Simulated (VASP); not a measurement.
A run of VASP 6.6.1:

The input INCAR:

```
SYSTEM = NaH
PREC     = Accurate       ! precision mode
ENCUT    = 520            ! plane-wave cutoff, eV
EDIFF    = 1E-6           ! SCF threshold, eV
ISMEAR   = 0              ! smearing method
SIGMA    = 0.01           ! smearing width, eV
LREAL    = .FALSE.        ! projectors in reciprocal space
LASPH    = .TRUE.         ! aspherical terms in the spheres
NELM     = 60             ! most SCF steps
ALGO     = Normal         ! electronic algorithm
ISIF     = 2              ! what is computed and relaxed
LWAVE    = .FALSE.        ! write WAVECAR
LCHARG   = .TRUE.         ! write CHGCAR
LELF     = .TRUE.         ! ELF
LVHAR    = .TRUE.       
NBANDS   = 16             ! bands
```

The input KPOINTS:

```
Automatic mesh
0
G
  12 12 6
  0 0 0
```

The input POSCAR:

```
NaH
1.0
    3.9532815515      0.0000000000      0.0000000000
   -1.9766407757      3.4236422520      0.0000000000
    0.0000000000      0.0000000000      4.8282923105
Na H
2 2
Direct
    0.3333333333      0.6666666667     -0.0624996804
    0.6666666667      0.3333333333      0.4375003196
    0.3333333333      0.6666666667      0.4374996804
    0.6666666667      0.3333333333      0.9374996804
```

Potentials or basis: VASP PAW LDA potentials, release 64 (Na_pv, H).

Command:

```console
$ cat potpaw_LDA.64/Na_pv/POTCAR potpaw_LDA.64/H/POTCAR > POTCAR
$ mpirun -np 1 vasp_std > vasp.out
```

Hardware: 1 thread of Intel(R) Xeon(R) Platinum 8488C (Sapphire Rapids) (shared host).

**Question.** Estimate the wall time of this run.

**Answer.** Wall time 51 s on 1 thread of Intel(R) Xeon(R) Platinum 8488C (Sapphire Rapids), on a shared host, peak memory 0.19 GiB. Counts: scf iterations 13, k points 76.
